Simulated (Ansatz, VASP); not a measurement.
Two plane-wave programs on NaCl

```xyz
2
Lattice="-0.1343 2.7805 2.7805 2.7805 -0.1343 2.7805 2.7805 2.7805 -0.1343" Properties=species:S:1:pos:R:3 pbc="T T T"
Na    0.0000    0.0000    0.0000
Cl    2.7134    2.7134    2.7134
```

Change from the starting cell: epitaxial_111 strain +4.0%.

Alike in both runs: task single point; functional r2SCAN; k mesh 8 × 8 × 8; no spin polarisation.

|  | VASP | Ansatz |
| --- | --- | --- |
| version | VASP 6.6.1 | Ansatz 0.2.0 |
| potentials or method | VASP PAW PBE potentials, release 64 (Na_pv, Cl) | plane waves, PAW |
| plane-wave cutoff (eV) | 520 | 500 |
| occupations | gaussian, width 0.01 eV | fixed |
| valence electrons in the cell | 14 | 16 |

|  | VASP | Ansatz | Ansatz less VASP |
| --- | --- | --- | --- |
| gap on the k mesh at the Fermi level (eV) | 5.62 | 5.59 | -0.024 |
| pressure (GPa) | -1.3 | -1.1 | +0.21 |
| traceless stress, the component that is largest in VASP (GPa) | 0.57 | 0.56 | -0.001 |

VASP's potentials were made for PBE, not for r2SCAN. VASP's potentials hold 14 valence electrons a cell and Ansatz's 16, so a difference there can come from the potentials and not from the codes.
